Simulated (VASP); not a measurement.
A run of VASP 6.6.1 is set up as follows.

INCAR

```
PREC = Accurate
ENCUT = 520
EDIFF = 1E-7
ISMEAR = 0
SIGMA = 0.15
LREAL = F
LASPH = T
NELM = 80
ALGO = Normal
ISIF = 2
LWAVE = F
LCHARG = T
GGA = PS
LELF = T
LVHAR = T
NBANDS = 12
```

The input KPOINTS:

```
Automatic mesh
0
Gamma
  18 18 18
```

POSCAR

```
P
1.0
   -1.6915100431      2.5151650373      1.8031758117
    1.6915100431     -2.5151650373      1.8031758117
    1.6915100431      2.5151650373     -1.8031758117
P
2
Direct
    0.8033091100      0.0533091100      0.7500000000
    0.1966908900      0.9466908900      0.2500000000
```

Potentials or basis: VASP PAW PBE potentials, release 64 (P).

Run with:

```console
$ cat potpaw_PBE.64/P/POTCAR > POTCAR
$ mpirun -np 1 vasp_std > vasp.out
```

Estimate the pressure.

2.1 GPa.

What does it give for the largest force?

0.773 eV/Å.

Predict the band gap on the k mesh.

zero (bands 5 and 6 overlap by 1.28 eV).

Stress tensor (GPa, compression positive):
```
 3.53  0.00  0.00
 0.00 -2.38  0.00
 0.00  0.00  5.16
```

Caveat: the cell differs from its parent crystal (strain +0.000 along x and y, -0.030 along z); the PAW data sets were made with another functional, which shifts forces and pressure a little.
